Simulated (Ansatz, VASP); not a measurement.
# One calculation of Pt, two programs

INCAR

```
SYSTEM = Pt
PREC = Accurate ; ENCUT = 520
EDIFF = 1E-7 ; ISMEAR = -1
SIGMA = 0.02 ; LREAL = .FALSE.
LASPH = .TRUE. ; NELM = 100
ALGO = Normal ; ISIF = 2
LWAVE = .FALSE. ; LCHARG = .FALSE.
GGA = PE ; NBANDS = 11
```

KPOINTS

```
regular mesh
0
G
  20 20 20
  0 0 0
```

Contents of POSCAR:

```
Pt
1.0
    0.0000000000      1.9089525000      1.9579000000
    1.9089525000      0.0000000000      1.9579000000
    1.9089525000      1.9089525000      0.0000000000
Pt
1
Direct
    0.0000000000      0.0000000000      0.0000000000
```

Input for Ansatz:

```yaml
crystal:
  lattice:
    - [0.0, 1.9089525, 1.9579]
    - [1.9089525, 0.0, 1.9579]
    - [1.9089525, 1.9089525, 0.0]
  atoms:
    - { symbol: Pt, position: [0.0, 0.0, 0.0] }
basis:
  ecutwfc: 420
kpoints:
  mp_grid: { grid: [20, 20, 20] }
hamiltonian:
  xc: pbe
scf:
  occupations: { method: fermi_dirac, width: 0.02 }
output:
  forces: true
  stress: true
  eigenvalues: true
```

Change from the starting cell: strain -0.0250 x Voigt [1, 1, 0, 0, 0, 0], atoms carried along.

Alike in both runs: task single point; functional PBE; k mesh 20 × 20 × 20; occupations fermi-dirac, width 0.02 eV; no spin polarisation.

|  | VASP | Ansatz |
| --- | --- | --- |
| version | VASP 6.6.1 | Ansatz 0.2.0 |
| potentials or method | VASP PAW PBE potentials, release 64 (Pt), cutoff 520 eV | scalar-relativistic, plane waves, PAW |
| valence electrons in the cell | 10 | 18 |

VASP gave:

- gap on the k mesh at the Fermi level (eV): none
- pressure (GPa): 28.7
- traceless stress, the component that is largest in VASP (GPa): -2.51

**Question.** Which values does Ansatz return?

**Answer.** gap on the k mesh at the Fermi level (eV): none; pressure (GPa): 29.3; traceless stress, the component that is largest in VASP (GPa): -2.54.

A gap of «none» marks a metal or a gap that the smearing closes. Both programs put the cell under a high pressure, so it lies far from rest at this level. VASP's potentials hold 10 valence electrons a cell and Ansatz's 18, so a difference there can come from the potentials and not from the codes.

Spin-orbit coupling is off throughout.
